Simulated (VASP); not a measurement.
Runs of VASP 6.6.1 on CdS. The structure is that of space group I-4m2 (No. 119), or close to it. The cells are those of the table. 

```csv
cell,gap on the mesh (eV),pressure (GPa)
"a = 4.066, b = 4.066, c = 4.231 Å, angles 58.6, 58.6, 62.7°, 2 atoms",1.46,2.0
"a = 4.007, b = 4.007, c = 4.751 Å, angles 53.6, 53.6, 72.7°, 2 atoms",0.90,(b)
"a = 4.009, b = 4.009, c = 4.471 Å, angles 56.1, 56.1, 67.8°, 2 atoms",1.26,0.4
"a = 4.278, b = 4.278, c = 3.873 Å, angles 63.1, 63.1, 53.8°, 2 atoms",1.27,1.2
"a = 4.191, b = 4.191, c = 3.987 Å, angles 61.6, 61.6, 56.8°, 2 atoms",1.48,2.0
"a = 4.032, b = 4.032, c = 4.344 Å, angles 57.4, 57.4, 65.2°, 2 atoms",(a),1.4
"a = 4.490, b = 4.490, c = 3.667 Å, angles 65.9, 65.9, 48.2°, 2 atoms",0.43,-0.9
"a = 4.000, b = 4.000, c = 4.620 Å, angles 54.7, 54.7, 70.5°, 2 atoms",1.11,-1.3
```

Alike in all rows: task single point; level r2SCAN; potentials or basis VASP PAW PBE potentials, release 64 (Cd, S); no spin polarisation; k mesh 10 × 10 × 10; cutoff (eV) 520; smearing gaussian 0.05 eV.

Question: Estimate the missing entries.

Answer: (a) 1.36; (b) -2.9.

Caveats: the PAW data sets were made with another functional, which shifts forces and pressure a little; the stress differs along the axes, from -5 to 1 GPa (at least some runs); the stress differs along the axes, from -2 to 3 GPa (at least some runs); the stress differs along the axes, from -10 to 4 GPa (at least some runs); semilocal functionals underestimate gaps, and a narrow one can read as zero (at least some runs).

A k mesh can miss the band edges, and the runs leave out spin-orbit coupling on Cd.
